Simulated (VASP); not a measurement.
Input of a VASP 6.6.1 run:

File INCAR:

```
ALGO = Normal
EDIFF = 1E-6
ENCUT = 520
GGA = PE
ISIF = 2
ISMEAR = 0
LASPH = T
LCHARG = F
LREAL = F
LWAVE = F
NBANDS = 22
NELM = 100
PREC = Accurate
SIGMA = 0.1
```

Contents of KPOINTS:

```
k-points
0
Gamma
  6 6 6
```

POSCAR

```
Y2Os
1.0
    0.0000000000      3.3869912708      3.3869912708
    3.3869912708      0.0000000000      3.3869912708
    3.3869912708      3.3869912708      0.0000000000
Y Os
2 1
Direct
    0.2500000000      0.2500000000      0.2500000000
    0.7500000000      0.7500000000      0.7500000000
    0.0000000000      0.0000000000      0.0000000000
```

Potentials or basis: VASP PAW PBE potentials, release 64 (Y_sv, Os).

Launch:

```bash
$ cat potpaw_PBE.64/Y_sv/POTCAR potpaw_PBE.64/Os/POTCAR > POTCAR
$ mpirun -np 1 vasp_std > vasp.out
```

Task: What does it give for the band gap on the k mesh?

Result: Zero (band 15 reaches 3.62 eV, above the bottom of band 16 at 3.26 eV).

Task: Estimate the pressure.

Result: 0.0 GPa.

Caveat: spin-orbit coupling is left out, which moves the levels of the heavy elements.
